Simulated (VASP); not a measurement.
# C (Fmmm) in VASP: single point with PBEsol

Aim: the single point of C with PBEsol.

Program: VASP 6.6.1. These are calculated values, not measurements. Logs are shortened: lines on timing, memory, paths and dates and some standing lists are left out, and cuts for length are marked.

## Step 1: The cell of the first run

It takes space group Fmmm (No. 69, orthorhombic). The conventional cell has a = 3.886 Å, b = 4.237 Å, c = 7.197 Å, α = 90.00°, β = 90.00°, γ = 90.00°. Within 2.5 Å of C (site symmetry m2m) lie 8 C at 1.79 to 2.44 Å. C (site symmetry mm2) has 12 C at 1.99 to 2.67 Å within 2.7 Å.

## Step 2: Single point, PBEsol (Si replaced by C, lengths x 0.811, strained)

File INCAR:

```
SYSTEM = C
PREC = Accurate
ENCUT = 520
EDIFF = 1E-6
ISMEAR = 0
SIGMA = 0.1
LREAL = .FALSE.
LASPH = .TRUE.
NELM = 100
ALGO = Normal
ISIF = 2
LWAVE = .FALSE.
LCHARG = .FALSE.
GGA = PS
NBANDS = 16
```

File KPOINTS:

```
Automatic mesh
0
G
  6 6 6
  0 0 0
```

File POSCAR:

```
C
1.0
    0.0000000000      2.1184581721      3.5984259000
    1.9430450069      0.0000000000      3.5984259000
    1.9430450069      2.1184581721      0.0000000000
C
4
Direct
    0.7114897625      0.2885102375      0.7114897625
    0.2885102375      0.7114897625      0.2885102375
    0.7790768505      0.7790768505      0.2209231495
    0.2209231495      0.2209231495      0.7790768505
```

Potentials or basis: VASP PAW PBE potentials, release 64 (C).

The run is started by

```sh
> cat potpaw_PBE.64/C/POTCAR > POTCAR
> mpirun -np 1 vasp_std > vasp.out
```

OUTCAR:

```text
SYSTEM = C
   PREC = Accurate
   ENCUT = 520
   EDIFF = 1E-6
   ISMEAR = 0
   LREAL = .FALSE.
   LASPH = .TRUE.
   NELM = 100
   ISIF = 2
   GGA = PS

 ion  position               nearest neighbor table
   1  0.711  0.289  0.711-   2 1.79   2 1.97   2 1.97   4 2.01   3 2.01
   2  0.289  0.711  0.289-   1 1.79   1 1.97   1 1.97   4 2.01   3 2.01
   3  0.779  0.779  0.221-   4 1.99   4 1.99   2 2.01   1 2.01
   4  0.221  0.221  0.779-   3 1.99   3 1.99   2 2.01   1 2.01

  LATTYP: Found a face centered orthorhombic cell.
 ALAT       =     3.8860900138
 B/A-ratio  =     1.0902774586
 C/A-ratio  =     1.8519519040

  Lattice vectors:

 A1 = (   0.0000000000,   2.1184581721,   3.5984259000)
 A2 = (   1.9430450069,   0.0000000000,   3.5984259000)
 A3 = (   1.9430450069,   2.1184581721,   0.0000000000)

Analysis of symmetry for initial positions (statically):
=====================================================================
 Subroutine PRICEL returns:
 Original cell was already a primitive cell.

 Routine SETGRP: Setting up the symmetry group for a
 face centered orthorhombic supercell.

 Subroutine GETGRP returns: Found  8 space group operations
 (whereof  8 operations were pure point group operations)
 out of a pool of  8 trial point group operations.

The static configuration has the point symmetry D_2h.

Analysis of symmetry for dynamics (positions and initial velocities):
=====================================================================
 Subroutine PRICEL returns:
 Original cell was already a primitive cell.

 Routine SETGRP: Setting up the symmetry group for a
 face centered orthorhombic supercell.

 Subroutine GETGRP returns: Found  8 space group operations
 (whereof  8 operations were pure point group operations)
 out of a pool of  8 trial point group operations.

The dynamic configuration has the point symmetry D_2h.

 Subroutine INISYM returns: Found  8 space group operations
 (whereof  8 operations are pure point group operations),
 and found     1 'primitive' translations

----------------------------------------------------------------------------------------

                                     Primitive cell

  volume of cell :      29.6241

  direct lattice vectors                    reciprocal lattice vectors
     0.000000000  2.118458172  3.598425900    -0.257328059  0.236020709  0.138949645
     1.943045007  0.000000000  3.598425900     0.257328059 -0.236020709  0.138949645
     1.943045007  2.118458172  0.000000000     0.257328059  0.236020709 -0.138949645

  length of vectors
     4.175707603  4.089510100  2.874593698     0.375806478  0.375806478  0.375806478

  position of ions in fractional coordinates (direct lattice)
     0.711489763  0.288510237  0.711489763
     0.288510237  0.711489763  0.288510237
     0.779076850  0.779076850  0.220923150
     0.220923150  0.220923150  0.779076850

  ion indices of the primitive-cell ions
   primitive index   ion index
                 1           1
                 2           2
                 3           3
                 4           4

----------------------------------------------------------------------------------------

 KPOINTS: Automatic mesh

Automatic generation of k-mesh.
 Grid dimensions read from file:
 generate k-points for:    6    6    6

 Generating k-lattice:

  Cartesian coordinates                     Fractional coordinates (reciprocal lattice)
    -0.042888010  0.039336785  0.023158274     0.166666667  0.000000000  0.000000000
     0.042888010 -0.039336785  0.023158274    -0.000000000  0.166666667 -0.000000000
     0.042888010  0.039336785 -0.023158274     0.000000000  0.000000000  0.166666667

  Length of vectors
     0.062634413  0.062634413  0.062634413

  Shift w.r.t. Gamma in fractional coordinates (k-lattice)
     0.000000000  0.000000000  0.000000000

 Subroutine IBZKPT returns following result:
 ===========================================

 Found     46 irreducible k-points:

 Following reciprocal coordinates:
            Coordinates               Weight
  0.000000  0.000000  0.000000      1.000000
  0.166667 -0.000000 -0.000000      8.000000
  0.333333  0.000000  0.000000      8.000000
  0.500000 -0.000000 -0.000000      4.000000
  0.166667  0.166667  0.000000      2.000000
  0.333333  0.166667 -0.000000      8.000000
[... 16 lines left out ...]
 -0.166667  0.166667  0.166667      8.000000
  0.500000  0.333333  0.166667      4.000000
 [... further k-points ...]
   k-points           NKPTS =     46   k-points in BZ     NKDIM =     46   number of bands    NBANDS=     16
   number of dos      NEDOS =    301   number of ions     NIONS =      4
   total plane-waves  NPLWV =  23040
   dimension x,y,z NGX =    32 NGY =   30 NGZ =   24
   dimension x,y,z NGXF=    64 NGYF=   60 NGZF=   48
   ions per type =               4
   NGX,Y,Z   is equivalent  to a cutoff of  12.74, 12.20, 13.88 a.u.
   NGXF,Y,Z  is equivalent  to a cutoff of  25.48, 24.39, 27.76 a.u.
 SYSTEM =  C
   PREC   = accura    normal or accurate (medium, high low for compatibility)
   ISTART =      0    job   : 0-new  1-cont  2-samecut
   ICHARG =      2    charge: 1-file 2-atom 10-const
   ISPIN  =      1    spin polarized calculation?
   LNONCOLLINEAR =      F non collinear calculations
   LSORBIT =      F    spin-orbit coupling
   LASPH  =      T    aspherical Exc in radial PAW
   ENCUT  =  520.0 eV  38.22 Ry    6.18 a.u.   7.76  7.60  5.34*2*pi/ulx,y,z
   NELM   =    100;   NELMIN=  2; NELMDL= -5     # of ELM steps
   EDIFF  = 0.1E-05   stopping-criterion for ELM
   LREAL  =      F    real-space projection
   EDIFFG = 0.1E-04   stopping-criterion for IOM
   NSW    =      0    number of steps for IOM
   IBRION =     -1    ionic relax: 0-MD 1-quasi-New 2-CG
   NFREE  =      0    steps in history (QN), initial steepest desc. (CG)
   ISIF   =      2    stress and relaxation
   ISYM   =      2    0-nonsym 1-usesym 2-fastsym
   POTIM  = 0.5000    time-step for ionic-motion
   TEBEG  =    0.0;   TEEND  =   0.0 temperature during run
   PSTRESS=    0.0 pullay stress
   NELECT =      16.0000    total number of electrons
   NUPDOWN=      -1.0000    fix difference up-down
   EMIN   =  10.00;   EMAX   =-10.00  energy-range for DOS
   EFERMI =   0.00;   METHOD = LEGACY
   ISMEAR =     0;   SIGMA  =   0.10  broadening in eV -4-tet -1-fermi 0-gaus
   EFERMI_NEDOS =   21; number of points for ismear=-14 and -15
   IALGO  =     38    algorithm
   IMIX   =      4    mixing-type and parameters
     AMIX     =   0.40;   BMIX     =  1.00
     AMIX_MAG =   1.60;   BMIX_MAG =  1.00
  volume/ion in A,a.u.               =       7.41        49.98
  Fermi-wavevector in a.u.,A,eV,Ry     =   1.333214  2.519408 24.183789  1.777458
  Thomas-Fermi vector in A             =   2.462089
   LORBIT       =      0    0 simple, 1 ext, 2 COOP (PROOUT), +10 PAW based schemes
   GGA     = PS    functional components
   LHFCALC =     F    Hartree Fock is set to
   AEXX    =    0.0000 exact exchange contribution
   IVDW    =     0    specifies the selected vdW correction
   LEPSILON=     F    determine dielectric tensor
   LRPA    =     F    only Hartree local field effects (RPA)
 non-spin polarized calculation
 Gauss-broadening in eV      SIGMA  =   0.10
  energy-cutoff  :      520.00
  volume of cell :       29.62
 maximum number of plane-waves:       810
   NGX = 15   NGY = 15   NGZ = 11

 number of electron      16.0000000 magnetization

 Free energy of the ion-electron system (eV)
  ---------------------------------------------------
  ext. energy  EPLUGINS =         0.00000000
  ---------------------------------------------------
  free energy    TOTEN  =       -25.32975894 eV

  energy without entropy =      -25.32215112  energy(sigma->0) =      -25.32595503

 E-fermi :   7.0715     XC(G=0): -12.6375

 val. band max:        7.0170846574   @ k =   0.5000  -0.0000   0.1667
 cond. band min:       7.0821974069   @ k =   0.3333  -0.3333   0.1667
 fundamental gap:      0.0651127495
 Fermi energy:         7.0715137137

 k-point     1 :       0.0000    0.0000    0.0000
  band No.  band energies     occupation
      1     -11.3822      2.00000
      2      -2.5108      2.00000
      3      -1.5587      2.00000
      4       2.4959      2.00000
      5       3.4201      2.00000
      6       3.8605      2.00000
[... 8 lines left out ...]
     15      14.6218      0.00000
     16      15.4592      0.00000

 k-point     2 :       0.1667   -0.0000   -0.0000
  band No.  band energies     occupation
      1     -10.8963      2.00000
      2      -3.1640      2.00000
      3      -0.4821      2.00000
      4       0.4153      2.00000
      5       1.3921      2.00000
      6       3.3066      2.00000
[... 8 lines left out ...]
     15      14.4012      0.00000
     16      15.3113      0.00000

 k-point     3 :       0.3333    0.0000    0.0000
  band No.  band energies     occupation
      1      -9.4514      2.00000
      2      -3.9473      2.00000
      3      -3.1883      2.00000
      4      -0.8341      2.00000
      5       2.5348      2.00000
      6       3.8233      2.00000
[... 8 lines left out ...]
     15      14.0349      0.00000
     16      15.1414      0.00000

 k-point     4 :       0.5000   -0.0000   -0.0000
  band No.  band energies     occupation
      1      -7.2890      2.00000
      2      -6.8588      2.00000
      3      -2.7928      2.00000
      4      -2.1297      2.00000
      5       4.2184      2.00000
      6       5.0290      2.00000
[... 8 lines left out ...]
     15      13.8965      0.00000
     16      15.0300      0.00000

 k-point     5 :       0.1667    0.1667    0.0000
  band No.  band energies     occupation
      1     -11.1163      2.00000
      2      -4.8146      2.00000
      3       0.7650      2.00000
      4       2.5021      2.00000
      5       2.6713      2.00000
      6       3.7988      2.00000
[... 8 lines left out ...]
     15      14.0910      0.00000
     16      15.1572      0.00000

 k-point     6 :       0.3333    0.1667   -0.0000
  band No.  band energies     occupation
      1     -10.3676      2.00000
      2      -5.6229      2.00000
      3      -1.0173      2.00000
      4       2.4418      2.00000
      5       2.8584      2.00000
      6       3.6258      2.00000
[... 8 lines left out ...]
     15      13.7245      0.00000
     16      14.8470      0.00000
[... 267 lines left out ...]
 k-point    21 :       0.5000    0.1667    0.1667
  band No.  band energies     occupation
      1      -8.8456      2.00000
      2      -4.2540      2.00000
      3      -3.6158      2.00000
      4       0.5893      2.00000
      5       1.8829      2.00000
      6       3.5526      2.00000
[... 8 lines left out ...]
     15      14.8716      0.00000
     16      15.4946      0.00000

 k-point    22 :      -0.3333    0.1667    0.1667
  band No.  band energies     occupation
      1      -6.9009      2.00000
      2      -6.3118      2.00000
      3      -3.3262      2.00000
      4      -0.7903      2.00000
      5       2.0588      2.00000
      6       3.7509      2.00000
[... 8 lines left out ...]
     15      14.2588      0.00000
     16      15.5857      0.00000

 k-point    23 :      -0.1667    0.1667    0.1667
  band No.  band energies     occupation
      1      -9.0974      2.00000
      2      -3.2174      2.00000
      3      -1.8767      2.00000
      4      -1.2210      2.00000
      5       0.8964      2.00000
      6       1.8106      2.00000
[... 8 lines left out ...]
     15      14.7474      0.00000
     16      15.7928      0.00000

 k-point    24 :       0.5000    0.3333    0.1667
  band No.  band energies     occupation
      1      -9.5618      2.00000
      2      -6.3654      2.00000
      3      -1.4696      2.00000
      4       1.0781      2.00000
      5       3.7692      2.00000
      6       4.6548      2.00000
[... 8 lines left out ...]
     15      14.3561      0.00000
     16      14.4790      0.00000

 [... further k-points ...]

------------------------ aborting loop because EDIFF is reached ----------------------------------------

  FORCE on cell =-STRESS in cart. coord.  units (eV):
  Direction    XX          YY          ZZ          XY          YZ          ZX
  --------------------------------------------------------------------------------------
  -------------------------------------------------------------------------------------
  Total      -13.0453678    -11.0843562     -5.2930816      0.0000000      0.0000000      0.0000000
  in kB     -705.5399283   -599.4814413   -286.2686936      0.0000000      0.0000000      0.0000000
  external PRESSURE =    -530.4300211 kB  Pullay stress =       0.0000000 kB

 VOLUME and BASIS-vectors are now :
 -----------------------------------------------------------------------------
  energy-cutoff  :      520.00
  volume of cell :       29.62
      direct lattice vectors                 reciprocal lattice vectors
     0.000000000  2.118458172  3.598425900    -0.257328059  0.236020709  0.138949645
     1.943045007  0.000000000  3.598425900     0.257328059 -0.236020709  0.138949645
     1.943045007  2.118458172  0.000000000     0.257328059  0.236020709 -0.138949645

 POSITION                                       TOTAL-FORCE (eV/Angst)
 -----------------------------------------------------------------------------------
      1.94305      3.01452      3.59843         0.000000     -0.498070      0.000000
      1.94305      1.22239      3.59843         0.000000      0.498070      0.000000
      1.94305      2.11846      5.60690         0.000000      0.000000      1.465006
      1.94305      2.11846      1.58995         0.000000      0.000000     -1.465006
 -----------------------------------------------------------------------------------
    total drift:                               -0.000000     -0.000000      0.000000

  FREE ENERGIE OF THE ION-ELECTRON SYSTEM (eV)
  ---------------------------------------------------
  free  energy   TOTEN  =       -25.3297589358 eV

  energy  without entropy=      -25.3221511237  energy(sigma->0) =      -25.32595503
```

Wall time 7.8 s (1 thread of Intel Xeon 6975P-C (Granite Rapids), shared host); peak memory 0.15 GiB.

What came out:

| Quantity | Value |
| --- | --- |
| Free energy | -25.3298 eV |
| Pressure | -53.0 GPa |
| Largest force | 1.465 eV/Å |
| Band gap on the k mesh | zero (bands 8 and 9 overlap by 4.22 eV) |

Forces on the atoms (eV/Å):
```
C    0.000 -0.498  0.000
C    0.000  0.498  0.000
C    0.000  0.000  1.465
C    0.000  0.000 -1.465
```

Stress tensor (GPa, compression positive):
```
-70.55   0.00   0.00
  0.00 -59.95   0.00
  0.00   0.00 -28.63
```

Levels at points of the mesh, in eV from the Fermi level:
```csv
k point,band 4,band 5,band 6,band 7,band 8,band 9,band 10,band 11,band 12,band 13
"(0.00, 0.00, 0.00)",-4.58,-3.65,-3.21,-3.13,-2.83,-2.41,4.36,5.20,6.42,6.92
"(0.50, 0.00, 0.00)",-9.20,-2.85,-2.04,-1.75,0.20,0.58,2.14,3.57,3.66,4.27
"(0.50, 0.50, 0.00)",-5.25,-3.46,-3.45,0.41,1.07,1.98,2.46,2.53,2.76,5.78
"(0.50, 0.00, 0.50)",-9.02,-7.07,-6.51,-3.79,-2.83,-1.72,-1.48,4.49,6.46,7.85
"(0.00, 0.50, 0.50)",-9.36,-9.07,-8.32,-3.84,-2.92,-2.21,4.67,4.98,6.23,6.59
```

Caveat: the k points lie up to 0.39 Å⁻¹ apart, too coarse for converged energies and pressures of a metal; the cell differs from its parent crystal (Si replaced by C, lengths x 0.811, strained); the PAW data sets were made with another functional, which shifts forces and pressure a little.

The gap in the log of VASP goes by the Fermi energy; the results here count the filled bands.